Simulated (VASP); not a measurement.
# BAs (F-43m) in VASP: single point with PBEsol

Aim: the single point of BAs with PBEsol.

Everything below comes from runs of VASP 6.6.1. Logs are shortened: lines on timing, memory, paths and dates and some standing lists are left out, and cuts for length are marked.

### Step 1. The cell of the first run

It takes space group F-43m (No. 216, cubic). The conventional cell has a = 4.595 Å, b = 4.595 Å, c = 4.595 Å, α = 90.00°, β = 90.00°, γ = 90.00°. B (site symmetry -43m) has 4 As at 1.99 Å within 2.6 Å. As (site symmetry -43m) has 4 B at 1.99 Å within 2.6 Å.

### Step 2. Single point, PBEsol

File INCAR:

```
SYSTEM = BAs
PREC = Accurate
ENCUT = 560
EDIFF = 1E-6
ISMEAR = 0
SIGMA = 0.02
LREAL = .False.
LASPH = .True.
NELM = 120
ALGO = Normal
ISIF = 2
LWAVE = .False.
LCHARG = .False.
GGA = PS
NBANDS = 16
GGA_COMPAT = .False.
```

File KPOINTS:

```
regular mesh
0
Gamma
  10 10 10
  0 0 0
```

File POSCAR:

```
BAs
1.0
    0.0000000000      2.2977250902      2.2977250902
    2.2977250902      0.0000000000      2.2977250902
    2.2977250902      2.2977250902      0.0000000000
B As
1 1
Direct
    0.0000000000      0.0000000000      0.0000000000
    0.2500000000      0.2500000000      0.2500000000
```

Potentials or basis: VASP PAW PBE potentials, release 64 (B, As_d).

On the command line:

```bash
> cat potpaw_PBE.64/B/POTCAR potpaw_PBE.64/As_d/POTCAR > POTCAR
> mpirun -np 1 vasp_std > vasp.out
```

OUTCAR:

```text
SYSTEM = BAs
   PREC = Accurate
   ENCUT = 560
   EDIFF = 1E-6
   ISMEAR = 0
   LREAL = .False.
   LASPH = .True.
   NELM = 120
   ISIF = 2
   GGA = PS

 ion  position               nearest neighbor table
   1  0.000  0.000  0.000-   2 1.99   2 1.99   2 1.99   2 1.99
   2  0.250  0.250  0.250-   1 1.99   1 1.99   1 1.99   1 1.99

  LATTYP: Found a face centered cubic cell.
 ALAT       =     4.5954501804

  Lattice vectors:

 A1 = (   0.0000000000,   2.2977250902,   2.2977250902)
 A2 = (   2.2977250902,   0.0000000000,   2.2977250902)
 A3 = (   2.2977250902,   2.2977250902,   0.0000000000)

Analysis of symmetry for initial positions (statically):
=====================================================================
 Subroutine PRICEL returns:
 Original cell was already a primitive cell.

 Routine SETGRP: Setting up the symmetry group for a
 face centered cubic supercell.

 Subroutine GETGRP returns: Found 24 space group operations
 (whereof 24 operations were pure point group operations)
 out of a pool of 48 trial point group operations.

The static configuration has the point symmetry T_d .

Analysis of symmetry for dynamics (positions and initial velocities):
=====================================================================
 Subroutine PRICEL returns:
 Original cell was already a primitive cell.

 Routine SETGRP: Setting up the symmetry group for a
 face centered cubic supercell.

 Subroutine GETGRP returns: Found 24 space group operations
 (whereof 24 operations were pure point group operations)
 out of a pool of 48 trial point group operations.

The dynamic configuration has the point symmetry T_d .

 Subroutine INISYM returns: Found 24 space group operations
 (whereof 24 operations are pure point group operations),
 and found     1 'primitive' translations

----------------------------------------------------------------------------------------

                                     Primitive cell

  volume of cell :      24.2619

  direct lattice vectors                    reciprocal lattice vectors
     0.000000000  2.297725090  2.297725090    -0.217606537  0.217606537  0.217606537
     2.297725090  0.000000000  2.297725090     0.217606537 -0.217606537  0.217606537
     2.297725090  2.297725090  0.000000000     0.217606537  0.217606537 -0.217606537

  length of vectors
     3.249473985  3.249473985  3.249473985     0.376905578  0.376905578  0.376905578

  position of ions in fractional coordinates (direct lattice)
     0.000000000  0.000000000  0.000000000
     0.250000000  0.250000000  0.250000000

  ion indices of the primitive-cell ions
   primitive index   ion index
                 1           1
                 2           2

----------------------------------------------------------------------------------------

 KPOINTS: regular mesh

Automatic generation of k-mesh.
 Grid dimensions read from file:
 generate k-points for:   10   10   10

 Generating k-lattice:

  Cartesian coordinates                     Fractional coordinates (reciprocal lattice)
    -0.021760654  0.021760654  0.021760654     0.100000000  0.000000000  0.000000000
     0.021760654 -0.021760654  0.021760654     0.000000000  0.100000000  0.000000000
     0.021760654  0.021760654 -0.021760654     0.000000000  0.000000000  0.100000000

  Length of vectors
     0.037690558  0.037690558  0.037690558

  Shift w.r.t. Gamma in fractional coordinates (k-lattice)
     0.000000000  0.000000000  0.000000000

 Subroutine IBZKPT returns following result:
 ===========================================

 Found     47 irreducible k-points:

 Following reciprocal coordinates:
            Coordinates               Weight
  0.000000  0.000000  0.000000      1.000000
  0.100000  0.000000  0.000000      8.000000
  0.200000  0.000000  0.000000      8.000000
  0.300000  0.000000  0.000000      8.000000
  0.400000  0.000000  0.000000      8.000000
  0.500000  0.000000  0.000000      4.000000
[... 16 lines left out ...]
  0.300000  0.300000  0.000000      6.000000
  0.400000  0.300000  0.000000     24.000000
 [... further k-points ...]
   k-points           NKPTS =     47   k-points in BZ     NKDIM =     47   number of bands    NBANDS=     16
   number of dos      NEDOS =    301   number of ions     NIONS =      2
   total plane-waves  NPLWV =  21952
   dimension x,y,z NGX =    28 NGY =   28 NGZ =   28
   dimension x,y,z NGXF=    56 NGYF=   56 NGZF=   56
   ions per type =               1   1
   NGX,Y,Z   is equivalent  to a cutoff of  14.33, 14.33, 14.33 a.u.
   NGXF,Y,Z  is equivalent  to a cutoff of  28.65, 28.65, 28.65 a.u.
 SYSTEM =  BAs
   PREC   = accura    normal or accurate (medium, high low for compatibility)
   ISTART =      0    job   : 0-new  1-cont  2-samecut
   ICHARG =      2    charge: 1-file 2-atom 10-const
   ISPIN  =      1    spin polarized calculation?
   LNONCOLLINEAR =      F non collinear calculations
   LSORBIT =      F    spin-orbit coupling
   LASPH  =      T    aspherical Exc in radial PAW
   ENCUT  =  560.0 eV  41.16 Ry    6.42 a.u.   6.27  6.27  6.27*2*pi/ulx,y,z
   NELM   =    120;   NELMIN=  2; NELMDL= -5     # of ELM steps
   EDIFF  = 0.1E-05   stopping-criterion for ELM
   LREAL  =      F    real-space projection
   EDIFFG = 0.1E-04   stopping-criterion for IOM
   NSW    =      0    number of steps for IOM
   IBRION =     -1    ionic relax: 0-MD 1-quasi-New 2-CG
   NFREE  =      0    steps in history (QN), initial steepest desc. (CG)
   ISIF   =      2    stress and relaxation
   ISYM   =      2    0-nonsym 1-usesym 2-fastsym
   POTIM  = 0.5000    time-step for ionic-motion
   TEBEG  =    0.0;   TEEND  =   0.0 temperature during run
   PSTRESS=    0.0 pullay stress
   NELECT =      18.0000    total number of electrons
   NUPDOWN=      -1.0000    fix difference up-down
   EMIN   =  10.00;   EMAX   =-10.00  energy-range for DOS
   EFERMI =   0.00;   METHOD = LEGACY
   ISMEAR =     0;   SIGMA  =   0.02  broadening in eV -4-tet -1-fermi 0-gaus
   EFERMI_NEDOS =   21; number of points for ismear=-14 and -15
   IALGO  =     38    algorithm
   IMIX   =      4    mixing-type and parameters
     AMIX     =   0.40;   BMIX     =  1.00
     AMIX_MAG =   1.60;   BMIX_MAG =  1.00
  volume/ion in A,a.u.               =      12.13        81.86
  Fermi-wavevector in a.u.,A,eV,Ry     =   1.482032  2.800635 29.884095  2.196419
  Thomas-Fermi vector in A             =   2.595869
   LORBIT       =      0    0 simple, 1 ext, 2 COOP (PROOUT), +10 PAW based schemes
   GGA     = PS    functional components
   LHFCALC =     F    Hartree Fock is set to
   AEXX    =    0.0000 exact exchange contribution
   IVDW    =     0    specifies the selected vdW correction
   LEPSILON=     F    determine dielectric tensor
   LRPA    =     F    only Hartree local field effects (RPA)
 non-spin polarized calculation
 Gauss-broadening in eV      SIGMA  =   0.02
  energy-cutoff  :      560.00
  volume of cell :       24.26
 maximum number of plane-waves:       745
 NGX is ok and might be reduce to    28
   NGX = 13   NGY = 13   NGZ = 13

 number of electron      18.0000005 magnetization

 Free energy of the ion-electron system (eV)
  ---------------------------------------------------
  ext. energy  EPLUGINS =         0.00000000
  ---------------------------------------------------
  free energy    TOTEN  =       -12.09594441 eV

  energy without entropy =      -12.09594441  energy(sigma->0) =      -12.09594441

 E-fermi :   6.1546     XC(G=0): -11.8976

 val. band max:        5.8937796117   @ k =   0.0000   0.0000   0.0000
 cond. band min:       6.8598311127   @ k =   0.4000   0.4000   0.0000
 fundamental gap:      0.9660515009
 Fermi energy:         6.1545763694

 k-point     1 :       0.0000    0.0000    0.0000
  band No.  band energies     occupation
      1     -29.9804      2.00000
      2     -29.9804      2.00000
      3     -29.9804      2.00000
      4     -29.9440      2.00000
      5     -29.9440      2.00000
      6     -10.6585      2.00000
[... 8 lines left out ...]
     15      19.6017      0.00000
     16      19.6017      0.00000

 k-point     2 :       0.1000    0.0000    0.0000
  band No.  band energies     occupation
      1     -29.9798      2.00000
      2     -29.9791      2.00000
      3     -29.9791      2.00000
      4     -29.9439      2.00000
      5     -29.9439      2.00000
      6     -10.4761      2.00000
[... 8 lines left out ...]
     15      18.2161      0.00000
     16      18.2161      0.00000

 k-point     3 :       0.2000    0.0000    0.0000
  band No.  band energies     occupation
      1     -29.9785      2.00000
      2     -29.9761      2.00000
      3     -29.9761      2.00000
      4     -29.9435      2.00000
      5     -29.9435      2.00000
      6      -9.9356      2.00000
[... 8 lines left out ...]
     15      17.3996      0.00000
     16      17.6372      0.00000

 k-point     4 :       0.3000    0.0000    0.0000
  band No.  band energies     occupation
      1     -29.9769      2.00000
      2     -29.9732      2.00000
      3     -29.9732      2.00000
      4     -29.9424      2.00000
      5     -29.9424      2.00000
      6      -9.0684      2.00000
[... 8 lines left out ...]
     15      17.9727      0.00000
     16      17.9727      0.00000

 k-point     5 :       0.4000    0.0000    0.0000
  band No.  band energies     occupation
      1     -29.9756      2.00000
      2     -29.9714      2.00000
      3     -29.9714      2.00000
      4     -29.9407      2.00000
      5     -29.9407      2.00000
      6      -7.9982      2.00000
[... 8 lines left out ...]
     15      19.7702      0.00000
     16      19.7702      0.00000

 k-point     6 :       0.5000    0.0000    0.0000
  band No.  band energies     occupation
      1     -29.9751      2.00000
      2     -29.9709      2.00000
      3     -29.9709      2.00000
      4     -29.9399      2.00000
      5     -29.9399      2.00000
      6      -7.3309      2.00000
[... 8 lines left out ...]
     15      21.4546      0.00000
     16      21.4546      0.00000

 k-point     7 :       0.1000    0.1000    0.0000
  band No.  band energies     occupation
      1     -29.9811      2.00000
      2     -29.9779      2.00000
      3     -29.9779      2.00000
      4     -29.9449      2.00000
      5     -29.9430      2.00000
      6     -10.4151      2.00000
[... 8 lines left out ...]
     15      16.9164      0.00000
     16      19.8654      0.00000

 k-point     8 :       0.2000    0.1000    0.0000
  band No.  band energies     occupation
      1     -29.9809      2.00000
      2     -29.9751      2.00000
      3     -29.9749      2.00000
      4     -29.9455      2.00000
      5     -29.9421      2.00000
      6      -9.9933      2.00000
[... 8 lines left out ...]
     15      18.2031      0.00000
     16      19.1314      0.00000

 k-point     9 :       0.3000    0.1000    0.0000
  band No.  band energies     occupation
      1     -29.9792      2.00000
      2     -29.9723      2.00000
      3     -29.9717      2.00000
      4     -29.9452      2.00000
      5     -29.9409      2.00000
      6      -9.2312      2.00000
[... 8 lines left out ...]
     15      18.7789      0.00000
     16      19.2623      0.00000
[... 172 lines left out ...]
 k-point    19 :       0.5000    0.2000    0.0000
  band No.  band energies     occupation
      1     -29.9778      2.00000
      2     -29.9666      2.00000
      3     -29.9646      2.00000
      4     -29.9456      2.00000
      5     -29.9387      2.00000
      6      -7.0884      2.00000
[... 8 lines left out ...]
     15      21.7073      0.00000
     16      21.7249      0.00000

 k-point    20 :      -0.4000    0.2000    0.0000
  band No.  band energies     occupation
      1     -29.9750      2.00000
      2     -29.9684      2.00000
      3     -29.9652      2.00000
      4     -29.9432      2.00000
      5     -29.9408      2.00000
      6      -6.8703      2.00000
[... 8 lines left out ...]
     15      19.1002      0.00000
     16      21.7123      0.00000

 k-point    21 :      -0.3000    0.2000    0.0000
  band No.  band energies     occupation
      1     -29.9741      2.00000
      2     -29.9706      2.00000
      3     -29.9674      2.00000
      4     -29.9434      2.00000
      5     -29.9414      2.00000
      6      -7.7726      2.00000
[... 8 lines left out ...]
     15      18.7707      0.00000
     16      22.2694      0.00000

 k-point    22 :      -0.2000    0.2000    0.0000
  band No.  band energies     occupation
      1     -29.9761      2.00000
      2     -29.9715      2.00000
      3     -29.9710      2.00000
      4     -29.9449      2.00000
      5     -29.9410      2.00000
      6      -8.7741      2.00000
[... 8 lines left out ...]
     15      19.2404      0.00000
     16      21.2812      0.00000

 k-point    23 :       0.3000    0.3000    0.0000
  band No.  band energies     occupation
      1     -29.9857      2.00000
      2     -29.9635      2.00000
      3     -29.9635      2.00000
      4     -29.9506      2.00000
      5     -29.9377      2.00000
      6      -8.5170      2.00000
[... 8 lines left out ...]
     15      21.9825      0.00000
     16      22.2556      0.00000

 k-point    24 :       0.4000    0.3000    0.0000
  band No.  band energies     occupation
      1     -29.9854      2.00000
      2     -29.9609      2.00000
      3     -29.9605      2.00000
      4     -29.9512      2.00000
      5     -29.9366      2.00000
      6      -7.6873      2.00000
[... 8 lines left out ...]
     15      22.8902      0.00000
     16      23.1713      0.00000

 [... further k-points ...]
[... 5 lines left out ...]
  --------------------------------------------------------------------------------------
  -------------------------------------------------------------------------------------
  Total        2.9052363      2.9052363      2.9052363      0.0000000      0.0000000      0.0000000
  in kB      191.8526731    191.8526731    191.8526731      0.0000000      0.0000000      0.0000000
  external PRESSURE =     191.8526731 kB  Pullay stress =       0.0000000 kB

 VOLUME and BASIS-vectors are now :
 -----------------------------------------------------------------------------
  energy-cutoff  :      560.00
  volume of cell :       24.26
      direct lattice vectors                 reciprocal lattice vectors
     0.000000000  2.297725090  2.297725090    -0.217606537  0.217606537  0.217606537
     2.297725090  0.000000000  2.297725090     0.217606537 -0.217606537  0.217606537
     2.297725090  2.297725090  0.000000000     0.217606537  0.217606537 -0.217606537

 POSITION                                       TOTAL-FORCE (eV/Angst)
 -----------------------------------------------------------------------------------
      0.00000      0.00000      0.00000        -0.000000     -0.000000     -0.000000
      1.14886      1.14886      1.14886         0.000000      0.000000      0.000000
 -----------------------------------------------------------------------------------
    total drift:                                0.000000      0.000000      0.000001

  FREE ENERGIE OF THE ION-ELECTRON SYSTEM (eV)
  ---------------------------------------------------
  free  energy   TOTEN  =       -12.0959444140 eV

  energy  without entropy=      -12.0959444140  energy(sigma->0) =      -12.09594441
```

It took 22 s on 1 thread of Intel Xeon Platinum 8259CL at 2.50GHz (Skylake/Cascade Lake), shared host; peak memory 0.17 GiB.

What came out:

```yaml
Free_energy: -12.0959 eV
Pressure: 19.2 GPa
Band_gap_on_the_k_mesh: 0.97 eV (least direct gap 3.40 eV)
```

Levels at points of the mesh, in eV from the valence-band top:
| k point | band 6 | band 7 | band 8 | band 9 | band 10 | band 11 | band 12 | band 13 |
| --- | --- | --- | --- | --- | --- | --- | --- | --- |
| (0.00, 0.00, 0.00) | -16.55 | 0.00 | 0.00 | 0.00 | 3.40 | 3.40 | 3.40 | 6.19 |
| (0.50, 0.00, 0.00) | -13.22 | -9.72 | -2.03 | -2.03 | 3.37 | 4.87 | 4.87 | 8.92 |
| (0.50, 0.50, 0.00) | -11.74 | -9.20 | -4.61 | -4.61 | 1.20 | 1.21 | 12.55 | 12.55 |

Caveat: the cell stands under pressure; the PAW data sets were made with another functional, which shifts forces and pressure a little. A k mesh can miss the band edges.
